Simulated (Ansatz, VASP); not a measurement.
**One calculation of P, two programs**

```
CELL_PARAMETERS angstrom
4.29067 -3.78661 -0.01014
4.29067 3.78661 -0.01014
-0.03175 0.00000 5.55898
ATOMIC_POSITIONS crystal
P 0.85127 0.85127 0.23756
P 0.14873 0.14873 0.76244
P 0.71918 0.71918 0.58554
P 0.28082 0.28082 0.41446
P 0.50160 0.77839 0.24938
P 0.22161 0.49840 0.75062
P 0.49840 0.22161 0.75062
P 0.77839 0.50160 0.24938
```

Change from the starting cell: strain -0.050 along x and y, +0.050 along z, atoms carried along.

Alike in both runs: task single point; functional PBEsol; k mesh 6 × 6 × 6; occupations gaussian, width 0.05 eV; no spin polarisation.

|  | VASP | Ansatz |
| --- | --- | --- |
| version | VASP 6.6.1 | Ansatz 0.2.0 |
| potentials or method | VASP PAW PBE potentials, release 64 (P), cutoff 520 eV | scalar-relativistic, plane waves, PAW |
| valence electrons in the cell | 40 | 40 |

Ansatz gave:

* gap on the k mesh at the Fermi level (eV): 1.93
* least direct gap on the mesh (eV): 2.32
* pressure (GPa): 4.6
* traceless stress, the component that is largest in VASP (GPa): -9.10
* rms of the force components (eV/Å): 1.323

Estimate VASP's values.

gap on the k mesh at the Fermi level (eV): 1.92; least direct gap on the mesh (eV): 2.35; pressure (GPa): 4.3; traceless stress, the component that is largest in VASP (GPa): -9.06; rms of the force components (eV/Å): 1.282.

VASP's potentials were made for PBE, not for PBEsol. Atom by atom the forces differ by 0.059 eV/Å (rms over components).
